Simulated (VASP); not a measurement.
# NaB4 (P6/mmm) in VASP: further runs, part 2 of 2

VASP 6.6.1. Earlier steps stand in the parts before.

### Step 3. Single point, PBE

This run uses another cell than the first one, of 11.52 Å³/atom.

File INCAR:

```
SYSTEM = NaB4
PREC = Accurate ; ENCUT = 500
EDIFF = 1E-6 ; ISMEAR = 0
SIGMA = 0.2 ; LREAL = .FALSE.
LASPH = .TRUE. ; NELM = 120
ALGO = Normal ; ISIF = 2
LWAVE = .FALSE. ; LCHARG = .FALSE.
GGA = PE ; NBANDS = 18
GGA_COMPAT = .FALSE.
```

File KPOINTS:

```
Automatic mesh
0
G
  5 5 4
  0 0 0
```

File POSCAR:

```
NaB4
1.0
    4.5683864504     -0.0000000033      0.0000000000
   -2.2841932223      3.9563387220      0.0000000000
    0.0000000000      0.0000000000      3.1856404808
Na B
1 4
Direct
    0.6666666667      0.3333333333      0.5000000000
    0.3333333333      0.6666666667      0.2493258845
    0.3333333333      0.6666666667      0.7506741155
    0.0000000000      0.0000000000      0.2493266982
    0.0000000000      0.0000000000      0.7506733018
```

Potentials or basis: VASP PAW PBE potentials, release 64 (Na_pv, B).

The run is started by

```bash
> cat potpaw_PBE.64/Na_pv/POTCAR potpaw_PBE.64/B/POTCAR > POTCAR
> mpirun -np 1 vasp_std > vasp.out
```

OUTCAR:

```text
SYSTEM = NaB4
   PREC = Accurate
   ENCUT = 500
   EDIFF = 1E-6
   ISMEAR = 0
   LREAL = .FALSE.
   LASPH = .TRUE.
   NELM = 120
   ISIF = 2
   GGA = PE

 ion  position               nearest neighbor table
   1  0.667  0.333  0.500-
   2  0.333  0.667  0.249-   3 1.59   3 1.60
   3  0.333  0.667  0.751-   2 1.59   2 1.60
   4  0.000  0.000  0.249-   5 1.59   5 1.60
   5  0.000  0.000  0.751-   4 1.59   4 1.60

  LATTYP: Found a hexagonal cell.
[... 508 lines left out ...]
  --------------------------------------------------------------------------------------
  -------------------------------------------------------------------------------------
  Total        0.0148713      0.0148713     -0.1118511      0.0000000      0.0000000      0.0000000
  in kB        0.4138152      0.4138152     -3.1124172      0.0000000      0.0000000      0.0000000
  external PRESSURE =      -0.7615956 kB  Pullay stress =       0.0000000 kB

 VOLUME and BASIS-vectors are now :
 -----------------------------------------------------------------------------
  energy-cutoff  :      500.00
  volume of cell :       57.58
      direct lattice vectors                 reciprocal lattice vectors
     4.568386450 -0.000000003  0.000000000     0.218895667  0.126379472  0.000000000
    -2.284193222  3.956338722  0.000000000     0.000000000  0.252758945  0.000000000
     0.000000000  0.000000000  3.185640481     0.000000000  0.000000000  0.313908618

 POSITION                                       TOTAL-FORCE (eV/Angst)
 -----------------------------------------------------------------------------------
      2.28419      1.31878      1.59282         0.000000      0.000000      0.000000
      0.00000      2.63756      0.79426         0.000000     -0.000000     -0.001213
      0.00000      2.63756      2.39138         0.000000     -0.000000      0.001213
      0.00000      0.00000      0.79427        -0.000000      0.000000     -0.001213
      0.00000      0.00000      2.39138        -0.000000      0.000000      0.001213
 -----------------------------------------------------------------------------------
    total drift:                                0.000000     -0.000000      0.000000

  FREE ENERGIE OF THE ION-ELECTRON SYSTEM (eV)
  ---------------------------------------------------
  free  energy   TOTEN  =       -24.3466672255 eV

  energy  without entropy=      -24.3139237540  energy(sigma->0) =      -24.33029549
```

stdout:

```text
POSCAR found type information on POSCAR NaB
 POSCAR found :  2 types and       5 ions
 scaLAPACK will be used
 LDA part: xc-table for (Slater+PW92), standard interpolation
 POSCAR, INCAR and KPOINTS ok, starting setup
 FFT: planning ... GRIDC
 FFT: planning ... GRID_SOFT
 FFT: planning ... GRID
 WAVECAR not read
 entering main loop
```

It took 13 s on 1 thread of Intel Xeon Platinum 8488C (Sapphire Rapids), shared host; peak memory 0.17 GiB.

Results:

* Free energy: -24.3467 eV
* Pressure: -0.1 GPa
* Band gap on the k mesh: zero (an odd number of electrons rules out a gap without spin polarisation)

Levels at points of the mesh, in eV from the Fermi level:
```csv
k point,band 5,band 6,band 7,band 8,band 9,band 10,band 11,band 12,band 13,band 14
"(0.00, 0.00, 0.00)",-6.84,-4.45,-4.01,-4.01,-2.88,-0.69,-0.69,3.72,4.29,7.37
"(0.00, 0.00, 0.50)",-9.00,-5.28,-5.13,-0.62,-0.62,-0.36,-0.36,2.58,2.58,2.75
```

Caveat: the k points lie up to 0.49 Å⁻¹ apart, too coarse for converged energies and pressures of a metal.

### Step 4. Single point, PBE

This run uses another cell than the first one, of 15.17 Å³/atom.

File INCAR:

```
PREC = Accurate
ENCUT = 500
EDIFF = 1E-6
ISMEAR = 0
SIGMA = 0.2
LREAL = False
LASPH = True
NELM = 120
ALGO = Normal
ISIF = 2
LWAVE = False
LCHARG = True
GGA = PE
LELF = True
LVHAR = True
NBANDS = 18
GGA_COMPAT = False
```

File KPOINTS:

```
regular mesh
0
Gamma
  5 5 4
```

File POSCAR:

```
NaB4
1.0
    4.2681499274      0.0000000032      0.0000000000
   -2.1340749665      3.6963262626      0.0000000000
    0.0000000000      0.0000000000      4.8088411097
Na B
1 4
Direct
    0.0000000000      0.0000000000      0.0000000000
    0.5000000000      0.0000000000      0.0000000000
    0.0000000000      0.5000000000      0.0000000000
    0.5000000000      0.5000000000      0.0000000000
    0.0000000000      0.0000000000      0.5000000000
```

The run is started by

```bash
> cat potpaw_PBE.64/Na_pv/POTCAR potpaw_PBE.64/B/POTCAR > POTCAR
> mpirun -np 1 vasp_std > vasp.out
```

It took 17 s on 1 thread of Intel Xeon Platinum 8488C (Sapphire Rapids), shared host; peak memory 0.18 GiB.

Results (log left out):

```
Free energy            : -14.2159 eV
Pressure               : 0.5 GPa
Band gap on the k mesh : zero (an odd number of electrons rules out a gap without spin polarisation)
```

Stress tensor (GPa, compression positive):
```
0.51 0.00 0.00
0.00 0.51 0.00
0.00 0.00 0.33
```

Levels at points of the mesh, in eV from the Fermi level:
```tsv
k point	band 5	band 6	band 7	band 8	band 9	band 10	band 11	band 12	band 13	band 14
(0.00, 0.00, 0.00)	-5.07	-4.56	-3.03	-1.68	-1.68	-1.23	-1.23	2.07	2.07	2.44
(0.00, 0.00, 0.50)	-6.35	-4.54	-1.41	-1.41	-1.15	-1.15	-0.64	0.51	1.28	1.28
```

### Step 5. The runs side by side

```tsv
cell	gap on the mesh (eV)	pressure (GPa)
a = 3.041, b = 3.041, c = 5.995 Å, angles 90.0, 90.0, 120.0°, 5 atoms, atomic positions A	none	0.2
a = 4.568, b = 4.568, c = 3.186 Å, angles 90.0, 90.0, 120.0°, 5 atoms, atomic positions B	none	-0.1
a = 4.268, b = 4.268, c = 4.809 Å, angles 90.0, 90.0, 120.0°, 5 atoms, atomic positions C	none	0.5
```

Alike in all rows: task single point; level PBE; potentials or basis VASP PAW PBE potentials, release 64 (Na_pv, B); no spin polarisation; k mesh 5 × 5 × 4; cutoff (eV) 500; smearing gaussian 0.2 eV.

Caveats: some runs use coarse meshes.

Total energies depend on the potentials used, so only differences within one code and one set of settings carry meaning.
